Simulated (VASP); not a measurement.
# TaN (P-6m2) in VASP: further runs, part 2 of 2

VASP 6.6.1. Earlier steps stand in the parts before.

### 4 Single point, RPBE+D3(BJ)+U, non-collinear spin, zero start, spin-orbit coupling (volume scaled by 1.04)

The input, INCAR:

```
PREC     = Accurate       # precision mode
ENCUT    = 520            # plane-wave cutoff, eV
EDIFF    = 1E-6           # SCF threshold, eV
ISMEAR   = 0              # smearing method
SIGMA    = 0.05           # smearing width, eV
LREAL    = False          # projectors in reciprocal space
LASPH    = True           # aspherical terms in the spheres
NELM     = 150            # most SCF steps
ALGO     = Normal         # electronic algorithm
ISIF     = 2              # what is computed and relaxed
LWAVE    = False          # write WAVECAR
LCHARG   = True           # write CHGCAR
MAGMOM   = 0 0 0 0 0 0    # initial moments
LORBIT   = 11             # projections on sites
LSORBIT  = True           # spin-orbit coupling
GGA_COMPAT= False        
LORBMOM  = True         
LMAXMIX  = 4              # l up to which the mixer works
LDAU     = True           # DFT+U
LDAUTYPE = 2            
LDAUL    = 2 -1           # shell
LDAUU    = 3 0            # U, eV
LDAUJ    = 0 0          
LDAUPRINT= 1            
GGA      = RP             # functional
IVDW     = 12             # dispersion correction
LVHAR    = True         
NBANDS   = 28             # bands
```

The input, KPOINTS:

```
regular mesh
0
Gamma
  8 8 7
```

The input, POSCAR:

```
TaN
1.0
    2.9766623284      0.0000000000      0.0000000000
   -1.4883311642      2.5778651949      0.0000000000
    0.0000000000      0.0000000000      2.9209385612
Ta N
1 1
Direct
    0.0000000000      0.0000000000      0.5000000000
    0.6666666667      0.3333333333      0.0000000000
```

Potentials or basis: VASP PAW PBE potentials, release 64 (Ta_pv, N).

Launch:

```console
> cat potpaw_PBE.64/Ta_pv/POTCAR potpaw_PBE.64/N/POTCAR > POTCAR
> mpirun -np 1 vasp_ncl > vasp.out
```

OUTCAR:

```text
PREC = Accurate
   ENCUT = 520
   EDIFF = 1E-6
   ISMEAR = 0
   LREAL = False
   LASPH = True
   NELM = 150
   ISIF = 2
   LORBIT = 11
   LSORBIT = True
   GGA = RP
   IVDW = 12
 IVDW          = 12

 ion  position               nearest neighbor table
   1  0.000  0.000  0.500-   2 2.26   2 2.26   2 2.26   2 2.26   2 2.26   2 2.26
   2  0.667  0.333  0.000-   1 2.26   1 2.26   1 2.26   1 2.26   1 2.26   1 2.26

  LATTYP: Found a hexagonal cell.
 ALAT       =     2.9766623284
 C/A-ratio  =     0.9812797822

  Lattice vectors:

 A1 = (   2.9766623284,   0.0000000000,   0.0000000000)
 A2 = (  -1.4883311642,   2.5778651949,   0.0000000000)
 A3 = (   0.0000000000,   0.0000000000,   2.9209385612)

Analysis of symmetry for initial positions (statically):
=====================================================================
 Subroutine PRICEL returns:
 Original cell was already a primitive cell.

 Routine SETGRP: Setting up the symmetry group for a
 hexagonal supercell.

 Subroutine GETGRP returns: Found 12 space group operations
 (whereof 12 operations were pure point group operations)
[... 1069 lines left out ...]
     0.0000000     0.0000000     0.0000000     0.0000000     0.0000000     0.0000000     0.0000000
     0.0000000     0.0000000     0.0000000     0.0000000     0.0000000     0.0000000     0.0000000
     0.0000000     0.0000000     0.0000000     0.0000000     0.0000000     0.0000000     0.0000000
     0.0000000     0.0000000     0.0000000     0.0000000     0.0000000     0.0000000     0.0000000
     0.0000000     0.0000000     0.0000000     0.0000000     0.0000000     0.0000000     0.0000000

 Ion:    2  E_soc:     -0.0005093
 l=   1
     0.0000000    -0.0000849    -0.0000848
    -0.0000849     0.0000000    -0.0000849
    -0.0000848    -0.0000849     0.0000000
 l=   2
     0.0000000     0.0000000     0.0000000     0.0000000     0.0000000
     0.0000000     0.0000000     0.0000000     0.0000000     0.0000000
     0.0000000     0.0000000     0.0000000     0.0000000     0.0000000
     0.0000000     0.0000000     0.0000000     0.0000000     0.0000000
     0.0000000     0.0000000     0.0000000     0.0000000     0.0000000
 l=   3
     0.0000000     0.0000000     0.0000000     0.0000000     0.0000000     0.0000000     0.0000000
     0.0000000     0.0000000     0.0000000     0.0000000     0.0000000     0.0000000     0.0000000
     0.0000000     0.0000000     0.0000000     0.0000000     0.0000000     0.0000000     0.0000000
     0.0000000     0.0000000     0.0000000     0.0000000     0.0000000     0.0000000     0.0000000
     0.0000000     0.0000000     0.0000000     0.0000000     0.0000000     0.0000000     0.0000000
     0.0000000     0.0000000     0.0000000     0.0000000     0.0000000     0.0000000     0.0000000
     0.0000000     0.0000000     0.0000000     0.0000000     0.0000000     0.0000000     0.0000000

 total charge

# of ion       s       p       d       tot
------------------------------------------
    1        0.307   6.255   2.266   8.828
    2        1.234   2.497   0.000   3.731
--------------------------------------------------
tot          1.540   8.752   2.266  12.558

 magnetization (x)

# of ion       s       p       d       tot
------------------------------------------
    1       -0.000   0.000   0.000   0.000
    2        0.000  -0.000   0.000   0.000
--------------------------------------------------
tot          0.000  -0.000   0.000   0.000

 magnetization (y)

# of ion       s       p       d       tot
------------------------------------------
    1       -0.000   0.000   0.000   0.000
    2        0.000  -0.000   0.000   0.000
--------------------------------------------------
tot          0.000  -0.000   0.000   0.000

 magnetization (z)

# of ion       s       p       d       tot
------------------------------------------
    1       -0.000  -0.000  -0.000  -0.000
    2        0.000  -0.000   0.000   0.000
--------------------------------------------------
tot          0.000  -0.000  -0.000  -0.000
```

It took 73 s on 1 thread of Intel Xeon 6975P-C, shared host; peak memory 0.24 GiB.

What came out:

```yaml
Free_energy: -24.7117 eV
Pressure: -33.9 GPa
Net_moment: 0.00 μB per cell
Valence_electrons_inside_the_program's_atomic_spheres: Ta 8.83; N 3.73
Dispersion_energy_per_atom: -2.650 eV
```

Moments on the atoms (μB; x, y, z):
```
Ta  0.00 0.00 0.00
N   0.00 0.00 0.00
```

Caveat: the PAW data sets were made with another functional, which shifts forces and pressure a little. The state reached can hang on the start; a lower one may exist.

### 5 Phonons, PBEsol+D3(BJ)+U

The input, INCAR:

```
ALGO = Normal
EDIFF = 1E-8
ENCUT = 520
GGA = PS
IBRION = 6
ISIF = 2
ISMEAR = 0
IVDW = 12
LASPH = T
LCHARG = F
LDAU = T
LDAUJ = 0 0
LDAUL = 2 -1
LDAUPRINT = 1
LDAUTYPE = 2
LDAUU = 3.5 0
LMAXMIX = 4
LREAL = F
LWAVE = F
NELM = 150
NFREE = 2
NSW = 1
POTIM = 0.015
PREC = Accurate
SIGMA = 0.025
```

The input, KPOINTS:

```
k-points
0
Gamma
  10 10 8
```

The input, POSCAR:

```
TaN
1.0
    2.9380000000      0.0000000000      0.0000000000
   -1.4690000000      2.5443826363      0.0000000000
    0.0000000000      0.0000000000      2.8830000000
Ta N
1 1
Direct
    0.0000000000      0.0000000000      0.5000000000
    0.6666666667      0.3333333333      0.0000000000
```

Potentials or basis: VASP PAW PBE potentials, release 64 (Ta_pv, N).

Launch:

```console
> cat potpaw_PBE.64/Ta_pv/POTCAR potpaw_PBE.64/N/POTCAR > POTCAR
> mpirun -np 1 vasp_std > vasp.out
```

OUTCAR:

```text
EDIFF = 1E-8
   ENCUT = 520
   GGA = PS
   IBRION = 6
   ISIF = 2
   ISMEAR = 0
   IVDW = 12
   LASPH = T
   LREAL = F
   NELM = 150
   NFREE = 2
   NSW = 1
   POTIM = 0.015
   PREC = Accurate
 IVDW          = 12

 ion  position               nearest neighbor table
   1  0.000  0.000  0.500-   2 2.23   2 2.23   2 2.23   2 2.23   2 2.23   2 2.23
   2  0.667  0.333  0.000-   1 2.23   1 2.23   1 2.23   1 2.23   1 2.23   1 2.23

  LATTYP: Found a hexagonal cell.
 ALAT       =     2.9380000000
 C/A-ratio  =     0.9812797822

  Lattice vectors:

 A1 = (   2.9380000000,   0.0000000000,   0.0000000000)
 A2 = (  -1.4690000000,   2.5443826363,   0.0000000000)
 A3 = (   0.0000000000,   0.0000000000,   2.8830000000)

Analysis of symmetry for initial positions (statically):
=====================================================================
 Subroutine PRICEL returns:
 Original cell was already a primitive cell.

 Routine SETGRP: Setting up the symmetry group for a
 hexagonal supercell.

 Subroutine GETGRP returns: Found 12 space group operations
 (whereof 12 operations were pure point group operations)
 out of a pool of 24 trial point group operations.

The static configuration has the point symmetry D_3h.

Analysis of symmetry for dynamics (positions and initial velocities):
=====================================================================
 Subroutine PRICEL returns:
 Original cell was already a primitive cell.

 Routine SETGRP: Setting up the symmetry group for a
 hexagonal supercell.

 Subroutine GETGRP returns: Found 12 space group operations
 (whereof 12 operations were pure point group operations)
 out of a pool of 24 trial point group operations.

The dynamic configuration has the point symmetry D_3h.

 Subroutine INISYM returns: Found 12 space group operations
 (whereof 12 operations are pure point group operations),
 and found     1 'primitive' translations

----------------------------------------------------------------------------------------

                                     Primitive cell

  volume of cell :      21.5516

  direct lattice vectors                    reciprocal lattice vectors
     2.938000000  0.000000000  0.000000000     0.340367597  0.196511324  0.000000000
    -1.469000000  2.544382636  0.000000000     0.000000000  0.393022648  0.000000000
     0.000000000  0.000000000  2.883000000     0.000000000  0.000000000  0.346860909

  length of vectors
     2.938000000  2.938000000  2.883000000     0.393022648  0.393022648  0.346860909
[... 452 lines left out ...]

atom =   1  type =  1  l = 2

 onsite density matrix

spin component  1

  0.2580 -0.0000 -0.0000  0.0025 -0.0000
 -0.0000  0.1799 -0.0000 -0.0000  0.0025
 -0.0000 -0.0000  0.3067  0.0000 -0.0000
  0.0025 -0.0000  0.0000  0.1799  0.0000
 -0.0000  0.0025 -0.0000  0.0000  0.2580

spin component  2

  0.2580 -0.0000 -0.0000  0.0025 -0.0000
 -0.0000  0.1799 -0.0000 -0.0000  0.0025
 -0.0000 -0.0000  0.3067  0.0000 -0.0000
  0.0025 -0.0000  0.0000  0.1799  0.0000
 -0.0000  0.0025 -0.0000  0.0000  0.2580

 occupancies and eigenvectors

  o =  0.1798  v =  0.0189 -0.8015  0.0000 -0.5971  0.0254  0.0000  0.0000  0.0000  0.0000  0.0000      0.0000  0.0000  0.0000  0.0000  0.0000  0.0000  0.0000  0.0000  0.0000  0.0000
  o =  0.1798  v =  0.0000  0.0000  0.0000  0.0000  0.0000  0.0189 -0.8015  0.0000 -0.5971  0.0254      0.0000  0.0000  0.0000  0.0000  0.0000  0.0000  0.0000  0.0000  0.0000  0.0000
  o =  0.1798  v =  0.0254  0.5971 -0.0000 -0.8015 -0.0189  0.0000  0.0000  0.0000  0.0000  0.0000      0.0000  0.0000  0.0000  0.0000  0.0000  0.0000  0.0000  0.0000  0.0000  0.0000
  o =  0.1798  v =  0.0000  0.0000  0.0000  0.0000  0.0000  0.0254  0.5971 -0.0000 -0.8015 -0.0189      0.0000  0.0000  0.0000  0.0000  0.0000  0.0000  0.0000  0.0000  0.0000  0.0000
  o =  0.2581  v =  0.0000  0.0000  0.0000  0.0000  0.0000 -0.7278 -0.0217 -0.0000 -0.0230 -0.6850      0.0000  0.0000  0.0000  0.0000  0.0000  0.0000  0.0000  0.0000  0.0000  0.0000
  o =  0.2581  v = -0.7278 -0.0217 -0.0000 -0.0230 -0.6850  0.0000  0.0000  0.0000  0.0000  0.0000      0.0000  0.0000  0.0000  0.0000  0.0000  0.0000  0.0000  0.0000  0.0000  0.0000
  o =  0.2581  v =  0.0000  0.0000  0.0000  0.0000  0.0000 -0.6850  0.0230  0.0000 -0.0217  0.7278      0.0000  0.0000  0.0000  0.0000  0.0000  0.0000  0.0000  0.0000  0.0000  0.0000
  o =  0.2581  v = -0.6850  0.0230  0.0000 -0.0217  0.7278  0.0000  0.0000  0.0000  0.0000  0.0000      0.0000  0.0000  0.0000  0.0000  0.0000  0.0000  0.0000  0.0000  0.0000  0.0000
  o =  0.3067  v =  0.0000  0.0000 -1.0000  0.0000  0.0000  0.0000  0.0000  0.0000  0.0000  0.0000      0.0000  0.0000  0.0000  0.0000  0.0000  0.0000  0.0000  0.0000  0.0000  0.0000
  o =  0.3067  v =  0.0000  0.0000  0.0000  0.0000  0.0000  0.0000  0.0000 -1.0000  0.0000  0.0000      0.0000  0.0000  0.0000  0.0000  0.0000  0.0000  0.0000  0.0000  0.0000  0.0000

--------------------------------------- Ionic step        9  -------------------------------------------

 number of electron      16.0000002 magnetization

 Free energy of the ion-electron system (eV)
  ---------------------------------------------------
  ext. energy  EPLUGINS =         0.00000000
  ---------------------------------------------------
  free energy    TOTEN  =       -20.62270785 eV

  energy without entropy =      -20.62265167  energy(sigma->0) =      -20.62267976

 E-fermi :   8.6946     XC(G=0): -13.5146

 val. band max:        8.5294474606   @ k =   0.0000   0.0000   0.5000
 cond. band min:       8.7064918517   @ k =   0.0000   0.0000   0.3750
 fundamental gap:      0.1770443911
 Fermi energy:         8.6945684798

 k-point     1 :       0.0000    0.0000    0.0000
  band No.  band energies     occupation
      1     -26.9822      2.00000
      2     -26.7260      2.00000
      3     -26.7260      2.00000
      4      -9.4697      2.00000
      5       3.9032      2.00000
      6       3.9032      2.00000
      7       4.2088      2.00000
      8       5.4047      2.00000
      9      10.4056      0.00000
     10      12.1130      0.00000
     11      12.1130      0.00000
     12      12.9286      0.00000
[... 331 lines left out ...]
 k-point    24 :       0.4000    0.1000    0.1250
  band No.  band energies     occupation
      1     -27.6692      2.00000
      2     -26.9997      2.00000
      3     -26.9632      2.00000
      4      -7.0702      2.00000
      5       0.2634      2.00000
      6       3.0302      2.00000
      7       4.1666      2.00000
      8       6.2829      2.00000
      9      11.2820      0.00000
     10      12.3073      0.00000
     11      13.1085      0.00000
     12      14.4376      0.00000

 [... further k-points ...]

------------------------ aborting loop because EDIFF is reached ----------------------------------------

 Edisp (eV)   -0.91845

 E8    (eV) :    -0.6376
[... 25 lines left out ...]
  FREE ENERGIE OF THE ION-ELECTRON SYSTEM (eV)
  ---------------------------------------------------
  free  energy   TOTEN  =       -21.5411592261 eV

  energy  without entropy=      -21.5411030506  energy(sigma->0) =      -21.54113114

 INTERNAL STRAIN TENSORS FROM DISPLACED ATOMS
 ============================================

 INTERNAL STRAIN TENSOR FOR ION    1 for displacements in x,y,z  (eV/Angst):
          X           Y           Z          XY          YZ          ZX
  --------------------------------------------------------------------------------
  x     0.00000     0.00000     0.00000     3.98840     0.00000     0.00000
  y     3.98840    -3.98840     0.00000     0.00000     0.00000     0.00000
  z     0.00000     0.00000     0.00000     0.00000     0.00000     0.00000

 INTERNAL STRAIN TENSOR FOR ION    2 for displacements in x,y,z  (eV/Angst):
          X           Y           Z          XY          YZ          ZX
  --------------------------------------------------------------------------------
  x     0.00000     0.00000     0.00000    -3.98118     0.00000     0.00000
  y    -3.98118     3.98118     0.00000    -0.00000     0.00000     0.00000
  z     0.00000     0.00000     0.00000     0.00000     0.00000     0.00000

 Eigenvectors and eigenvalues of the dynamical matrix
 ----------------------------------------------------

   1 f  =   17.161211 THz   107.827069 2PiTHz  572.436385 cm-1    70.973034 meV
             X         Y         Z           dx          dy          dz
      0.000000  0.000000  1.441500     0.000000    0.000000   -0.268030
      1.469000  0.848128  0.000000     0.000000   -0.000000    0.963411
[... 21 lines left out ...]
   6 f/i=    0.000706 THz     0.004433 2PiTHz    0.023535 cm-1     0.002918 meV
             X         Y         Z           dx          dy          dz
      0.000000  0.000000  1.441500     0.000000   -0.000000    0.963411
      1.469000  0.848128  0.000000     0.000000   -0.000000    0.268030

 ELASTIC MODULI CONTR FROM IONIC RELAXATION (kBar)
 Direction    XX          YY          ZZ          XY          YZ          ZX
 --------------------------------------------------------------------------------
 XX         -87.2596     87.2596      0.0000      0.0000      0.0000      0.0000
 YY          87.2596    -87.2596      0.0000     -0.0000      0.0000      0.0000
 ZZ           0.0000      0.0000      0.0000      0.0000      0.0000      0.0000
 XY           0.0000     -0.0000      0.0000    -87.2596      0.0000      0.0000
 YZ           0.0000      0.0000      0.0000      0.0000      0.0000      0.0000
 ZX           0.0000      0.0000      0.0000      0.0000      0.0000      0.0000
 --------------------------------------------------------------------------------
```

OSZICAR:

```text
N       E                     dE             d eps       ncg     rms          rms(c)
DAV:   1     0.960005095085E+02    0.96001E+02   -0.94392E+03  1680   0.140E+03
DAV:   2    -0.193898616986E+02   -0.11539E+03   -0.11027E+03  1980   0.340E+02
DAV:   3    -0.233207143924E+02   -0.39309E+01   -0.38941E+01  2072   0.610E+01
[... 98 lines left out ...]
DAV:   3    -0.206226875287E+02    0.43126E-03   -0.13572E-03  2600   0.352E-01    0.640E-02
DAV:   4    -0.206227054878E+02   -0.17959E-04   -0.20380E-04  2736   0.126E-01    0.360E-02
DAV:   5    -0.206227070544E+02   -0.15666E-05   -0.56132E-06  2692   0.284E-02    0.185E-02
DAV:   6    -0.206227078045E+02   -0.75003E-06   -0.25676E-06  2792   0.182E-02    0.225E-03
DAV:   7    -0.206227078539E+02   -0.49406E-07   -0.48003E-07  2684   0.659E-03    0.109E-03
DAV:   8    -0.206227078468E+02    0.70324E-08   -0.21365E-08  2328   0.156E-03
   9 F= -.21541159E+02 E0= -.21541131E+02  d E =-.561755E-04
```

Run time: 3.6 min. Hardware: 1 thread of AMD EPYC 7R13 (Zen 3), shared host; peak memory 0.25 GiB.

What came out:

```
Highest phonon frequency at Γ, LO-TO splitting left out : 572 cm⁻¹
Dispersion energy per atom                              : -0.459 eV
```

Phonon frequencies in cm⁻¹ (negative: imaginary):
| q point | frequencies |
| --- | --- |
| (0.000, 0.000, 0.000) | 0 0 0 532 532 572 |

Eigenvalues of the final occupation matrices:
```
    site  spin  trace               eigenvalues
site 1 d     1   1.18  0.18 0.18 0.26 0.26 0.31
site 1 d     2   1.18  0.18 0.18 0.26 0.26 0.31
```

Caveat: the PAW data sets were made with another functional, which shifts forces and pressure a little; spin-orbit coupling is left out, which moves the levels of the heavy elements.

### 6 Summary

```csv
task,level,spin,U,cell,k mesh,smearing,pressure (GPa),moment (μB)
single point,RPBE+D3(BJ)+U,"non-collinear, zero start, SOC",Ta d U = 3.0 eV,"a = 2.938, b = 2.938, c = 2.883 Å, angles 90.0, 90.0, 120.0°, 2 atoms",8 × 8 × 7,gaussian 0.05 eV,-22.6,0.00
single point,RPBE+D3(BJ)+U,"non-collinear, zero start, SOC",Ta d U = 3.0 eV,"a = 2.957, b = 2.957, c = 2.902 Å, angles 90.0, 90.0, 120.0°, 2 atoms",8 × 8 × 7,gaussian 0.05 eV,-28.5,0.00
single point,RPBE+D3(BJ)+U,"non-collinear, zero start, SOC",Ta d U = 3.0 eV,"a = 2.977, b = 2.977, c = 2.921 Å, angles 90.0, 90.0, 120.0°, 2 atoms",8 × 8 × 7,gaussian 0.05 eV,-33.9,0.00
phonons,PBEsol+D3(BJ)+U,off,Ta d U = 3.5 eV,"a = 2.938, b = 2.938, c = 2.883 Å, angles 90.0, 90.0, 120.0°, 2 atoms",10 × 10 × 8,gaussian 0.025 eV,-,-
```

Alike in all rows: potentials or basis VASP PAW PBE potentials, release 64 (Ta_pv, N); cutoff (eV) 520.

Caveats: the PAW data sets were made with another functional, which shifts forces and pressure a little; spin-orbit coupling is left out, which moves the levels of the heavy elements (some runs).

Total energies depend on the potentials used, so only differences within one code and one set of settings carry meaning.
